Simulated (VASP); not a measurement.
Wanted: the native input for a VASP 6.6.1 run.

* Task: single point
* Functional: PBE
* Potentials or basis: VASP PAW PBE potentials, release 64 (Hf_pv, C)
* Cutoff: 520 eV
* k mesh: 12 × 12 × 12
* Occupations: fermi-dirac, width 0.05 eV
* Spin: no spin polarisation
* Dipole correction: no
* Further INCAR settings: ALGO = Normal; EDIFF = 1e-06; NBANDS = 14

The structure of HfC lies in POSCAR:

```
HfC
1.0
   -1.3966732300      2.4971805100      1.8473367300
    1.3966732300     -2.4971805100      1.8473367300
    1.3966732300      2.4971805100     -1.8473367300
Hf C
1 1
Direct
    0.9847118300      0.9847118300      0.0000000000
    0.6794548300      0.1794548300      0.5000000000
```

These files were run (other wordings do the same):

INCAR

```
PREC = Accurate
ENCUT = 520
EDIFF = 1E-6
ISMEAR = -1
SIGMA = 0.05
LREAL = False
LASPH = True
NELM = 100
ALGO = Normal
ISIF = 2
LWAVE = False
LCHARG = False
GGA = PE
NBANDS = 14
```

KPOINTS

```
Automatic mesh
0
Gamma
  12 12 12
```

Potentials or basis: VASP PAW PBE potentials, release 64 (Hf_pv, C).

Run with:

```sh
$ cat potpaw_PBE.64/Hf_pv/POTCAR potpaw_PBE.64/C/POTCAR > POTCAR
$ mpirun -np 1 vasp_std > vasp.out
```

It gave:

```yaml
Pressure: 68.0 GPa
Largest_force: 11.755 eV/Å
Band_gap_on_the_k_mesh: 0.36 eV, indirect (least direct gap 0.86 eV)
```

Caveat: spin-orbit coupling is left out, which moves the levels of the heavy elements; forces of over 1 eV/Å act on the atoms, so gaps and moduli don't describe the material at rest.

Run time: 2.3 min on 1 thread of AMD EPYC 7R13 Processor (Zen 3), on a shared host, peak memory 0.21 GiB.
